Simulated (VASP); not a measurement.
# HRh8 in VASP: further runs

HRh8 is run at these levels: PBE+D3(BJ); tasks: single point.

Everything below comes from runs of VASP 6.6.1. Logs are shortened: lines on timing, memory, paths and dates and some standing lists are left out, and cuts for length are marked.

### Step 1. The cell of the first run

The cell holds a slab with vacuum, 9 atoms: a = 5.365 Å, b = 3.794 Å, c = 21.240 Å, α = 90.00°, β = 90.00°, γ = 90.00°.

### Step 2. Single point, PBE+D3(BJ)

The input, INCAR:

```
SYSTEM = HRh8
PREC = Accurate
ENCUT = 520
EDIFF = 1E-6
ISMEAR = 0
SIGMA = 0.1
LREAL = .False.
LASPH = .True.
NELM = 60
ALGO = Normal
ISIF = 2
LWAVE = .False.
LCHARG = .False.
LDIPOL = .True.
IDIPOL = 3
DIPOL = 0.5 0.5 0.305
GGA = PE
IVDW = 12
NBANDS = 70
```

The input, KPOINTS:

```
Automatic mesh
0
Gamma
  5 7 1
  0 0 0
```

The input, POSCAR:

```
HRh8
1.0
    5.3650160441      0.0000000000      0.0000000000
    0.0000000000      3.7936392259      0.0000000000
    0.0000000000      0.0000000000     21.2400770646
Rh H
8 1
Direct
    0.2500000000      0.5000000000      0.1883232338
    0.7500000000      0.5000000000      0.1883232338
    0.0000000000      0.0000000000      0.2514705570
    0.5000000000      0.0000000000      0.2514705570
    0.2500000000      0.5000000000      0.3153506346
    0.7500000000      0.5000000000      0.3153506346
    0.0000000000      0.0000000000      0.3738252475
    0.5000000000      0.0000000000      0.3738252475
    0.1666666667      0.2500000000      0.4915272686
```

Potentials or basis: VASP PAW PBE potentials, release 64 (Rh_pv, H).

The run is started by

```sh
> cat potpaw_PBE.64/Rh_pv/POTCAR potpaw_PBE.64/H/POTCAR > POTCAR
> mpirun -np 1 vasp_std > vasp.out
```

OUTCAR:

```text
SYSTEM = HRh8
   PREC = Accurate
   ENCUT = 520
   EDIFF = 1E-6
   ISMEAR = 0
   LREAL = .False.
   LASPH = .True.
   NELM = 60
   ISIF = 2
   GGA = PE
   IVDW = 12
 IVDW          = 12

 ion  position               nearest neighbor table
   1  0.250  0.500  0.188-   2 2.68   2 2.68   4 2.68   3 2.68   4 2.68   3 2.68   5 2.70
   2  0.750  0.500  0.188-   1 2.68   1 2.68   4 2.68   3 2.68   4 2.68   3 2.68   6 2.70
   3  0.000  0.000  0.251-   7 2.60   4 2.68   4 2.68   2 2.68   1 2.68   2 2.68   1 2.68   5 2.69
                             5 2.69   6 2.69   6 2.69
   4  0.500  0.000  0.251-   8 2.60   3 2.68   3 2.68   2 2.68   1 2.68   2 2.68   1 2.68   5 2.69
                             5 2.69   6 2.69   6 2.69
   5  0.250  0.500  0.315-   7 2.63   8 2.63   7 2.63   8 2.63   6 2.68   6 2.68   4 2.69   4 2.69
                             3 2.69   3 2.69   1 2.70
   6  0.750  0.500  0.315-   7 2.63   8 2.63   7 2.63   8 2.63   5 2.68   5 2.68   4 2.69   4 2.69
                             3 2.69   3 2.69   2 2.70
   7  0.000  0.000  0.374-   3 2.60   5 2.63   6 2.63   5 2.63   6 2.63   8 2.68   8 2.68
   8  0.500  0.000  0.374-   4 2.60   5 2.63   6 2.63   5 2.63   6 2.63   7 2.68   7 2.68
   9  0.167  0.250  0.492-

  LATTYP: Found a simple orthorhombic cell.
 ALAT       =     3.7936392259
 B/A-ratio  =     1.4142135624
 C/A-ratio  =     5.5988658383

  Lattice vectors:

 A1 = (   0.0000000000,  -3.7936392259,   0.0000000000)
 A2 = (   5.3650160441,   0.0000000000,   0.0000000000)
 A3 = (   0.0000000000,   0.0000000000,  21.2400770646)

Analysis of symmetry for initial positions (statically):
=====================================================================
 Subroutine PRICEL returns:
 Original cell was already a primitive cell.

 Routine SETGRP: Setting up the symmetry group for a
 simple orthorhombic supercell.

 Subroutine GETGRP returns: Found  1 space group operations
 (whereof  1 operations were pure point group operations)
 out of a pool of  8 trial point group operations.

The static configuration has the point symmetry C_1 .

Analysis of symmetry for dynamics (positions and initial velocities):
=====================================================================
 Subroutine PRICEL returns:
 Original cell was already a primitive cell.

 Routine SETGRP: Setting up the symmetry group for a
 simple orthorhombic supercell.

 Subroutine GETGRP returns: Found  1 space group operations
 (whereof  1 operations were pure point group operations)
 out of a pool of  8 trial point group operations.

The dynamic configuration has the point symmetry C_1 .

 Subroutine INISYM returns: Found  1 space group operations
 (whereof  1 operations are pure point group operations),
 and found     1 'primitive' translations

----------------------------------------------------------------------------------------

                                     Primitive cell

  volume of cell :     432.2979

  direct lattice vectors                    reciprocal lattice vectors
     5.365016044  0.000000000  0.000000000     0.186392732  0.000000000  0.000000000
     0.000000000  3.793639226  0.000000000     0.000000000  0.263599130  0.000000000
     0.000000000  0.000000000 21.240077065     0.000000000  0.000000000  0.047080808

  length of vectors
     5.365016044  3.793639226 21.240077065     0.186392732  0.263599130  0.047080808

  position of ions in fractional coordinates (direct lattice)
     0.250000000  0.500000000  0.188323234
     0.750000000  0.500000000  0.188323234
     0.000000000  0.000000000  0.251470557
     0.500000000  0.000000000  0.251470557
     0.250000000  0.500000000  0.315350635
     0.750000000  0.500000000  0.315350635
     0.000000000  0.000000000  0.373825248
     0.500000000  0.000000000  0.373825248
     0.166666667  0.250000000  0.491527269

  ion indices of the primitive-cell ions
   primitive index   ion index
                 1           1
                 2           2
                 3           3
                 4           4
                 5           5
                 6           6
                 7           7
                 8           8
                 9           9

----------------------------------------------------------------------------------------

 KPOINTS: Automatic mesh

Automatic generation of k-mesh.
 Grid dimensions read from file:
 generate k-points for:    5    7    1

 Generating k-lattice:

  Cartesian coordinates                     Fractional coordinates (reciprocal lattice)
     0.037278546  0.000000000  0.000000000     0.200000000  0.000000000  0.000000000
     0.000000000  0.037657019  0.000000000     0.000000000  0.142857143  0.000000000
     0.000000000  0.000000000  0.047080808     0.000000000  0.000000000  1.000000000

  Length of vectors
     0.037278546  0.037657019  0.047080808

  Shift w.r.t. Gamma in fractional coordinates (k-lattice)
     0.000000000  0.000000000  0.000000000

 Subroutine IBZKPT returns following result:
 ===========================================

 Found     18 irreducible k-points:

 Following reciprocal coordinates:
            Coordinates               Weight
  0.000000  0.000000  0.000000      1.000000
  0.200000  0.000000  0.000000      2.000000
  0.400000  0.000000  0.000000      2.000000
  0.000000  0.142857  0.000000      2.000000
  0.200000  0.142857  0.000000      2.000000
 -0.200000  0.142857  0.000000      2.000000
[... 10 lines left out ...]
  0.400000  0.428571  0.000000      2.000000
 -0.400000  0.428571  0.000000      2.000000
   k-points           NKPTS =     18   k-points in BZ     NKDIM =     18   number of bands    NBANDS=     70
   number of dos      NEDOS =    301   number of ions     NIONS =      9
   total plane-waves  NPLWV = 179200
   dimension x,y,z NGX =    40 NGY =   28 NGZ =  160
   dimension x,y,z NGXF=    80 NGYF=   56 NGZF=  320
   ions per type =               8   1
   NGX,Y,Z   is equivalent  to a cutoff of  12.39, 12.27, 12.52 a.u.
   NGXF,Y,Z  is equivalent  to a cutoff of  24.79, 24.54, 25.05 a.u.
 SYSTEM =  HRh8
   PREC   = accura    normal or accurate (medium, high low for compatibility)
   ISTART =      0    job   : 0-new  1-cont  2-samecut
   ICHARG =      2    charge: 1-file 2-atom 10-const
   ISPIN  =      1    spin polarized calculation?
   LNONCOLLINEAR =      F non collinear calculations
   LSORBIT =      F    spin-orbit coupling
   LASPH  =      T    aspherical Exc in radial PAW
   ENCUT  =  520.0 eV  38.22 Ry    6.18 a.u.   9.98  7.05 39.49*2*pi/ulx,y,z
   NELM   =     60;   NELMIN=  2; NELMDL= -5     # of ELM steps
   EDIFF  = 0.1E-05   stopping-criterion for ELM
   LREAL  =      F    real-space projection
   EDIFFG = 0.1E-04   stopping-criterion for IOM
   NSW    =      0    number of steps for IOM
   IBRION =     -1    ionic relax: 0-MD 1-quasi-New 2-CG
   NFREE  =      0    steps in history (QN), initial steepest desc. (CG)
   ISIF   =      2    stress and relaxation
   ISYM   =      2    0-nonsym 1-usesym 2-fastsym
   POTIM  = 0.5000    time-step for ionic-motion
   TEBEG  =    0.0;   TEEND  =   0.0 temperature during run
   PSTRESS=    0.0 pullay stress
   NELECT =     121.0000    total number of electrons
   NUPDOWN=      -1.0000    fix difference up-down
   EMIN   =  10.00;   EMAX   =-10.00  energy-range for DOS
   EFERMI =   0.00;   METHOD = LEGACY
   ISMEAR =     0;   SIGMA  =   0.10  broadening in eV -4-tet -1-fermi 0-gaus
   EFERMI_NEDOS =   21; number of points for ismear=-14 and -15
   IALGO  =     38    algorithm
   IMIX   =      4    mixing-type and parameters
     AMIX     =   0.40;   BMIX     =  1.00
     AMIX_MAG =   1.60;   BMIX_MAG =  1.00
  volume/ion in A,a.u.               =      48.03       324.14
  Fermi-wavevector in a.u.,A,eV,Ry     =   1.070884  2.023676 15.603046  1.146792
  Thomas-Fermi vector in A             =   2.206607
   LORBIT       =      0    0 simple, 1 ext, 2 COOP (PROOUT), +10 PAW based schemes
   GGA     = PE    functional components
   LHFCALC =     F    Hartree Fock is set to
   AEXX    =    0.0000 exact exchange contribution
   IVDW    =    12    specifies the selected vdW correction
   LEPSILON=     F    determine dielectric tensor
   LRPA    =     F    only Hartree local field effects (RPA)
 non-spin polarized calculation
 Gauss-broadening in eV      SIGMA  =   0.10
  energy-cutoff  :      520.00
  volume of cell :      432.30
 maximum number of plane-waves:     11681
   NGX = 19   NGY = 15   NGZ = 79

 dipolmoment           0.000000      0.000000     -0.171123 electrons x Angstroem

 number of electron     121.0000043 magnetization

 dipolmoment           0.000000      0.000000      0.183288 electrons x Angstroem

 Free energy of the ion-electron system (eV)
  ---------------------------------------------------
  ext. energy  EPLUGINS =         0.00000000
  ---------------------------------------------------
  free energy    TOTEN  =       -52.98233038 eV

  energy without entropy =      -52.88798136  energy(sigma->0) =      -52.93515587

 E-fermi :  -0.8730     XC(G=0):  -4.7926

 val. band max:       -0.8740686731   @ k =   0.4000   0.1429   0.0000
 cond. band min:      -0.8707571323   @ k =  -0.4000   0.1429   0.0000
 fundamental gap:      0.0033115408
 Fermi energy:        -0.8729855745

 k-point     1 :       0.0000    0.0000    0.0000
  band No.  band energies     occupation
      1     -47.8538      2.00000
      2     -47.7954      2.00000
      3     -47.7755      2.00000
      4     -47.5839      2.00000
      5     -47.5323      2.00000
      6     -47.4884      2.00000
[... 62 lines left out ...]
     69       2.3937      0.00000
     70       2.4952      0.00000

 k-point     2 :       0.2000    0.0000    0.0000
  band No.  band energies     occupation
      1     -47.8213      2.00000
      2     -47.7798      2.00000
      3     -47.7381      2.00000
      4     -47.6141      2.00000
      5     -47.5416      2.00000
      6     -47.5090      2.00000
[... 62 lines left out ...]
     69       0.6281      0.00000
     70       1.1923      0.00000

 k-point     3 :       0.4000    0.0000    0.0000
  band No.  band energies     occupation
      1     -47.7370      2.00000
      2     -47.7339      2.00000
      3     -47.6754      2.00000
      4     -47.6459      2.00000
      5     -47.6214      2.00000
      6     -47.5546      2.00000
[... 1084 lines left out ...]
     69       1.6538      0.00000
     70       1.7990      0.00000

 k-point    18 :      -0.4000    0.4286    0.0000
  band No.  band energies     occupation
      1     -47.7813      2.00000
      2     -47.7612      2.00000
      3     -47.7487      2.00000
      4     -47.6583      2.00000
      5     -47.5779      2.00000
      6     -47.5677      2.00000
[... 62 lines left out ...]
     69       1.6564      0.00000
     70       1.7883      0.00000

------------------------ aborting loop because EDIFF is reached ----------------------------------------

 vacuum level on the upper side and lower side of the slab       (xc-potential included)         0.614        -0.967

 Edisp (eV)   -3.12726

 E8    (eV) :    -1.4663

  FORCE on cell =-STRESS in cart. coord.  units (eV):
  Direction    XX          YY          ZZ          XY          YZ          ZX
  --------------------------------------------------------------------------------------
  -------------------------------------------------------------------------------------
  Total      -9.19559    -6.60368    -5.44239    -0.12359    -1.26066    -0.38490
  in kB     -34.08058   -24.47449   -20.17051    -0.45805    -4.67225    -1.42651
  external pressure =      -26.24 kB  Pullay stress =        0.00 kB

 VOLUME and BASIS-vectors are now :
 -----------------------------------------------------------------------------
  energy-cutoff  :      520.00
  volume of cell :      432.30
      direct lattice vectors                 reciprocal lattice vectors
     5.365016044  0.000000000  0.000000000     0.186392732  0.000000000  0.000000000
     0.000000000  3.793639226  0.000000000     0.000000000  0.263599130  0.000000000
     0.000000000  0.000000000 21.240077065     0.000000000  0.000000000  0.047080808

 POSITION                                       TOTAL-FORCE (eV/Angst)
 -----------------------------------------------------------------------------------
      1.34125      1.89682      4.00000        -0.017732      0.001153      0.658902
      4.02376      1.89682      4.00000         0.012508      0.034444      0.659532
      0.00000      0.00000      5.34125        -0.045091     -0.034028     -0.651376
      2.68251      0.00000      5.34125         0.045165     -0.009366     -0.520721
      1.34125      1.89682      6.69807        -0.025087      0.010391     -0.168432
      4.02376      1.89682      6.69807         0.012357      0.088910     -0.103807
      0.00000      0.00000      7.94008         0.411987      0.313700      1.141948
      2.68251      0.00000      7.94008        -0.225637      0.038767      0.404372
      0.89417      0.94841     10.44008        -0.168471     -0.443970     -1.420418
 -----------------------------------------------------------------------------------
    total drift:                                0.000056      0.000019      0.000543

  FREE ENERGIE OF THE ION-ELECTRON SYSTEM (eV)
  ---------------------------------------------------
  free  energy   TOTEN  =       -56.1095895604 eV

  energy  without entropy=      -56.0152405342  energy(sigma->0) =      -56.06241505

 vacuum level on the upper side and lower side of the slab         5.124         3.505
```

Wall time 22 min (1 thread of Oxide Virtual Turin-like, shared host); peak memory 0.6 GiB.

What came out:

| Quantity | Value |
| --- | --- |
| Free energy | -56.1096 eV |
| Largest force | 1.498 eV/Å |
| Dispersion energy per atom | -0.347 eV |

Forces in eV/Å, atoms in the order of the input:
```
Rh  -0.018  0.001  0.659
Rh   0.013  0.034  0.660
Rh  -0.045 -0.034 -0.651
Rh   0.045 -0.009 -0.521
Rh  -0.025  0.010 -0.168
Rh   0.012  0.089 -0.104
Rh   0.412  0.314  1.142
Rh  -0.226  0.039  0.404
H   -0.168 -0.444 -1.420
```

### Step 3. Single point, PBE+D3(BJ)

The input, INCAR:

```
  PREC = Accurate
  ENCUT = 520
  EDIFF = 1E-6
  ISMEAR = 0
  SIGMA = 0.1
  LREAL = F
  LASPH = T
  NELM = 60
  ALGO = Normal
  ISIF = 2
  LWAVE = F
  LCHARG = F
  LDIPOL = T
  IDIPOL = 3
  DIPOL = 0.5 0.5 0.305
  GGA = PE
  IVDW = 12
  NBANDS = 70
```

The input, KPOINTS:

```
regular mesh
0
Gamma
  5 7 1
```

Changes to POSCAR since step 2:

```diff
@@ -16,2 +16,2 @@
     0.5000000000      0.0000000000      0.3738252475
-    0.1666666667      0.2500000000      0.4915272686
+    0.0833333333      0.2500000000      0.4915272686
```

Potentials or basis: VASP PAW PBE potentials, release 64 (Rh_pv, H).

The run is started by

```sh
> cat potpaw_PBE.64/Rh_pv/POTCAR potpaw_PBE.64/H/POTCAR > POTCAR
> mpirun -np 1 vasp_std > vasp.out
```

Wall time 17 min (1 thread of Oxide Virtual Turin-like, shared host); peak memory 0.61 GiB.

Results (log left out):

- Free energy: -56.1906 eV
- Largest force: 1.637 eV/Å
- Dispersion energy per atom: -0.347 eV

Forces in eV/Å, atoms in the order of the input:
```
Rh  -0.029  0.012  0.651
Rh   0.024  0.029  0.650
Rh  -0.024 -0.044 -0.702
Rh   0.024 -0.003 -0.480
Rh  -0.036  0.011 -0.134
Rh   0.023  0.056 -0.107
Rh   0.273  0.444  1.455
Rh  -0.096 -0.012  0.220
H   -0.160 -0.492 -1.553
```

Levels at points of the mesh, in eV from the Fermi level:
| k point | band 57 | band 58 | band 59 | band 60 | band 61 | band 62 | band 63 | band 64 |
| --- | --- | --- | --- | --- | --- | --- | --- | --- |
| (0.00, 0.00, 0.00) | -0.09 | -0.01 | 0.00 | 0.17 | 0.23 | 0.30 | 0.34 | 0.41 |
